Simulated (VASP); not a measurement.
# Ru (Im-3m) in VASP: a series of runs, part 2 of 2

VASP 6.6.1.

### Step 4. Single point, r2SCAN

This run uses another cell than the first one, of 13.15 Å³/atom.

Input file POSCAR:

```
Ru
1.0
   -1.4869212161      1.4869212161      1.4869212161
    1.4869212161     -1.4869212161      1.4869212161
    1.4869212161      1.4869212161     -1.4869212161
Ru
1
Direct
    0.0000000000      0.0000000000      0.0000000000
```

Input file INCAR.step1:

```
ALGO = Normal
EDIFF = 1E-5
ENCUT = 550
GGA = PE
GGA_COMPAT = False
ISMEAR = 0
LASPH = True
LCHARG = False
LREAL = False
LWAVE = True
NBANDS = 13
NELM = 120
PREC = Accurate
SIGMA = 0.05
```

Input file INCAR.step2:

```
ALGO = Normal
EDIFF = 1E-6
ENCUT = 550
GGA_COMPAT = False
ISIF = 2
ISMEAR = 0
ISTART = 1
LASPH = True
LCHARG = False
LMIXTAU = True
LREAL = False
LWAVE = False
METAGGA = R2SCAN
NBANDS = 13
NELM = 120
PREC = Accurate
SIGMA = 0.05
```

Input file KPOINTS:

```
k-points
0
Gamma
  12 12 12
```

Potentials or basis: VASP PAW PBE potentials, release 64 (Ru_pv).

The run is started by

```console
$ cat potpaw_PBE.64/Ru_pv/POTCAR > POTCAR
$ cp INCAR.step1 INCAR
$ mpirun -np 1 vasp_std > vasp.out
$ cp INCAR.step2 INCAR
$ mpirun -np 1 vasp_std > vasp.out
```

OUTCAR:

```text
EDIFF = 1E-6
   ENCUT = 550
   ISIF = 2
   ISMEAR = 0
   ISTART = 1
   LASPH = True
   LREAL = False
   METAGGA = R2SCAN
   NELM = 120
   PREC = Accurate

 ion  position               nearest neighbor table
   1  0.000  0.000  0.000-

  LATTYP: Found a body centered cubic cell.
 ALAT       =     2.9738424322

  Lattice vectors:

 A1 = (  -1.4869212161,   1.4869212161,   1.4869212161)
 A2 = (   1.4869212161,  -1.4869212161,   1.4869212161)
 A3 = (   1.4869212161,   1.4869212161,  -1.4869212161)

Analysis of symmetry for initial positions (statically):
=====================================================================
 Subroutine PRICEL returns:
 Original cell was already a primitive cell.

 Routine SETGRP: Setting up the symmetry group for a
 body centered cubic supercell.

 Subroutine GETGRP returns: Found 48 space group operations
 (whereof 48 operations were pure point group operations)
 out of a pool of 48 trial point group operations.

The static configuration has the point symmetry O_h .

Analysis of symmetry for dynamics (positions and initial velocities):
=====================================================================
 Subroutine PRICEL returns:
 Original cell was already a primitive cell.

 Routine SETGRP: Setting up the symmetry group for a
 body centered cubic supercell.

 Subroutine GETGRP returns: Found 48 space group operations
 (whereof 48 operations were pure point group operations)
 out of a pool of 48 trial point group operations.

The dynamic configuration has the point symmetry O_h .

 Subroutine INISYM returns: Found 48 space group operations
 (whereof 48 operations are pure point group operations),
 and found     1 'primitive' translations

----------------------------------------------------------------------------------------

                                     Primitive cell

  volume of cell :      13.1499

  direct lattice vectors                    reciprocal lattice vectors
    -1.486921216  1.486921216  1.486921216     0.000000000  0.336265294  0.336265294
     1.486921216 -1.486921216  1.486921216     0.336265294  0.000000000  0.336265294
     1.486921216  1.486921216 -1.486921216     0.336265294  0.336265294  0.000000000

  length of vectors
     2.575423093  2.575423093  2.575423093     0.475550939  0.475550939  0.475550939

  position of ions in fractional coordinates (direct lattice)
     0.000000000  0.000000000  0.000000000

  ion indices of the primitive-cell ions
   primitive index   ion index
                 1           1

----------------------------------------------------------------------------------------

 KPOINTS: k-points

Automatic generation of k-mesh.
 Grid dimensions read from file:
 generate k-points for:   12   12   12

 Generating k-lattice:

  Cartesian coordinates                     Fractional coordinates (reciprocal lattice)
     0.000000000  0.028022108  0.028022108     0.083333333  0.000000000  0.000000000
     0.028022108  0.000000000  0.028022108     0.000000000  0.083333333  0.000000000
     0.028022108  0.028022108  0.000000000     0.000000000  0.000000000  0.083333333

  Length of vectors
     0.039629245  0.039629245  0.039629245

  Shift w.r.t. Gamma in fractional coordinates (k-lattice)
     0.000000000  0.000000000  0.000000000

 Subroutine IBZKPT returns following result:
 ===========================================

 Found     72 irreducible k-points:

 Following reciprocal coordinates:
            Coordinates               Weight
  0.000000  0.000000  0.000000      1.000000
  0.083333  0.000000  0.000000     12.000000
  0.166667  0.000000  0.000000     12.000000
  0.250000  0.000000  0.000000     12.000000
  0.333333  0.000000  0.000000     12.000000
  0.416667  0.000000  0.000000     12.000000
[... 16 lines left out ...]
  0.333333  0.083333  0.083333     24.000000
  0.416667  0.083333  0.083333     12.000000
 [... further k-points ...]
   k-points           NKPTS =     72   k-points in BZ     NKDIM =     72   number of bands    NBANDS=     13
   number of dos      NEDOS =    301   number of ions     NIONS =      1
   total plane-waves  NPLWV =   8000
   dimension x,y,z NGX =    20 NGY =   20 NGZ =   20
   dimension x,y,z NGXF=    40 NGYF=   40 NGZF=   40
   ions per type =               1
   NGX,Y,Z   is equivalent  to a cutoff of  12.91, 12.91, 12.91 a.u.
   NGXF,Y,Z  is equivalent  to a cutoff of  25.82, 25.82, 25.82 a.u.
 SYSTEM =  unknown system
   PREC   = accura    normal or accurate (medium, high low for compatibility)
   ISTART =      1    job   : 0-new  1-cont  2-samecut
   ICHARG =      0    charge: 1-file 2-atom 10-const
   ISPIN  =      1    spin polarized calculation?
   LNONCOLLINEAR =      F non collinear calculations
   LSORBIT =      F    spin-orbit coupling
   LASPH  =      T    aspherical Exc in radial PAW
   ENCUT  =  550.0 eV  40.42 Ry    6.36 a.u.   4.92  4.92  4.92*2*pi/ulx,y,z
   NELM   =    120;   NELMIN=  2; NELMDL=  0     # of ELM steps
   EDIFF  = 0.1E-05   stopping-criterion for ELM
   LREAL  =      F    real-space projection
   EDIFFG = 0.1E-04   stopping-criterion for IOM
   NSW    =      0    number of steps for IOM
   IBRION =     -1    ionic relax: 0-MD 1-quasi-New 2-CG
   NFREE  =      0    steps in history (QN), initial steepest desc. (CG)
   ISIF   =      2    stress and relaxation
   ISYM   =      2    0-nonsym 1-usesym 2-fastsym
   POTIM  = 0.5000    time-step for ionic-motion
   TEBEG  =    0.0;   TEEND  =   0.0 temperature during run
   PSTRESS=    0.0 pullay stress
   NELECT =      14.0000    total number of electrons
   NUPDOWN=      -1.0000    fix difference up-down
   EMIN   =  10.00;   EMAX   =-10.00  energy-range for DOS
   EFERMI =   0.00;   METHOD = LEGACY
   ISMEAR =     0;   SIGMA  =   0.05  broadening in eV -4-tet -1-fermi 0-gaus
   EFERMI_NEDOS =   21; number of points for ismear=-14 and -15
   IALGO  =     38    algorithm
   IMIX   =      4    mixing-type and parameters
     AMIX     =   0.40;   BMIX     =  1.00
     AMIX_MAG =   1.60;   BMIX_MAG =  1.00
  volume/ion in A,a.u.               =      13.15        88.74
  Fermi-wavevector in a.u.,A,eV,Ry     =   1.671641  3.158943 38.019875  2.794382
  Thomas-Fermi vector in A             =   2.756927
   LORBIT       =      0    0 simple, 1 ext, 2 COOP (PROOUT), +10 PAW based schemes
   METAGGA = R2SCAN    functional components
   LHFCALC =     F    Hartree Fock is set to
   AEXX    =    0.0000 exact exchange contribution
   IVDW    =     0    specifies the selected vdW correction
   LEPSILON=     F    determine dielectric tensor
   LRPA    =     F    only Hartree local field effects (RPA)
 non-spin polarized calculation
 Gauss-broadening in eV      SIGMA  =   0.05
  energy-cutoff  :      550.00
  volume of cell :       13.15
 maximum number of plane-waves:       402
   NGX =  9   NGY =  9   NGZ =  9

 number of electron      13.9999998 magnetization

 Free energy of the ion-electron system (eV)
  ---------------------------------------------------
  ext. energy  EPLUGINS =         0.00000000
  ---------------------------------------------------
  free energy    TOTEN  =       -24.72177642 eV

  energy without entropy =      -24.71918827  energy(sigma->0) =      -24.72048234

 E-fermi :  13.4986     XC(G=0): -15.6181

 val. band max:       13.4719064008   @ k =   0.3333   0.0833   0.0833
 cond. band min:      13.5009616707   @ k =   0.0833   0.0833   0.0000
 fundamental gap:      0.0290552699
 Fermi energy:        13.4985645849

 k-point     1 :       0.0000    0.0000    0.0000
  band No.  band energies     occupation
      1     -30.4509      2.00000
      2     -30.4509      2.00000
      3     -30.4509      2.00000
      4       4.7774      2.00000
      5      10.2811      2.00000
      6      10.2811      2.00000
      7      10.2811      2.00000
      8      13.4145      1.98262
      9      13.4145      1.98262
     10      21.9533      0.00000
     11      31.5026      0.00000
     12      31.5027      0.00000
     13      31.5027      0.00000
[... 353 lines left out ...]
 k-point    24 :       0.4167    0.0833    0.0833
  band No.  band energies     occupation
      1     -31.6546      2.00000
      2     -30.9266      2.00000
      3     -30.5441      2.00000
      4       7.1056      2.00000
      5       8.2909      2.00000
      6      12.6929      2.00000
      7      13.5489      0.15457
      8      13.9936      0.00000
      9      18.7666      0.00000
     10      21.9530      0.00000
     11      24.6924      0.00000
     12      28.1294      0.00000
     13      31.5019      0.00000

 [... further k-points ...]
[... 5 lines left out ...]
  --------------------------------------------------------------------------------------
  -------------------------------------------------------------------------------------
  Total        1.7902080      1.7902080      1.7902080      0.0000000     -0.0000000      0.0000000
  in kB      218.1173445    218.1173445    218.1173445      0.0000000     -0.0000000      0.0000000
  external PRESSURE =     218.1173445 kB  Pullay stress =       0.0000000 kB

 VOLUME and BASIS-vectors are now :
 -----------------------------------------------------------------------------
  energy-cutoff  :      550.00
  volume of cell :       13.15
      direct lattice vectors                 reciprocal lattice vectors
    -1.486921216  1.486921216  1.486921216     0.000000000  0.336265294  0.336265294
     1.486921216 -1.486921216  1.486921216     0.336265294  0.000000000  0.336265294
     1.486921216  1.486921216 -1.486921216     0.336265294  0.336265294  0.000000000

 POSITION                                       TOTAL-FORCE (eV/Angst)
 -----------------------------------------------------------------------------------
      0.00000      0.00000      0.00000         0.000000      0.000000      0.000000
 -----------------------------------------------------------------------------------
    total drift:                                0.000000      0.000000      0.000000

  FREE ENERGIE OF THE ION-ELECTRON SYSTEM (eV)
  ---------------------------------------------------
  free  energy   TOTEN  =       -24.7217764154 eV

  energy  without entropy=      -24.7191882740  energy(sigma->0) =      -24.72048234
```

Wall time 19 s (1 thread of Intel Xeon 6975P-C (Granite Rapids), shared host); peak memory 0.13 GiB.

What came out:

| Quantity | Value |
| --- | --- |
| Free energy | -24.7218 eV |
| Pressure | 21.8 GPa |
| Band gap on the k mesh | zero (bands 7 and 8 overlap by 4.17 eV) |

Levels at points of the mesh, in eV from the Fermi level:
```csv
k point,band 5,band 6,band 7,band 8,band 9,band 10
"(0.00, 0.00, 0.00)",-3.22,-3.22,-3.22,-0.08,-0.08,8.45
"(0.50, 0.00, 0.00)",-5.22,-0.10,0.47,1.29,2.73,8.45
"(0.50, 0.50, 0.50)",-7.15,2.03,2.03,2.03,8.45,10.19
```

Caveat: the cell stands under pressure; an empty level that is flat over the whole mesh can mark a ghost state of the potentials, or a narrow d or f band; the PAW data sets were made with another functional, which shifts forces and pressure a little.

### Step 5. Overview

| cell | gap on the mesh (eV) | pressure (GPa) |
| --- | --- | --- |
| a = 2.505 Å, angles 109.5°, 1 atom | none | 62.7 |
| a = 2.537 Å, angles 109.5°, 1 atom | none | 42.2 |
| a = 2.575 Å, angles 109.5°, 1 atom | none | 21.8 |

Alike in all rows: task single point; level r2SCAN; potentials or basis VASP PAW PBE potentials, release 64 (Ru_pv); no spin polarisation; k mesh 12 × 12 × 12; cutoff (eV) 550; smearing gaussian 0.05 eV.

Caveats: the cell stands under pressure; an empty level that is flat over the whole mesh can mark a ghost state of the potentials, or a narrow d or f band; the PAW data sets were made with another functional, which shifts forces and pressure a little.

Absolute energies hang on the potentials; compare differences alone.

The gap in the log of VASP goes by the Fermi energy; the results here count the filled bands.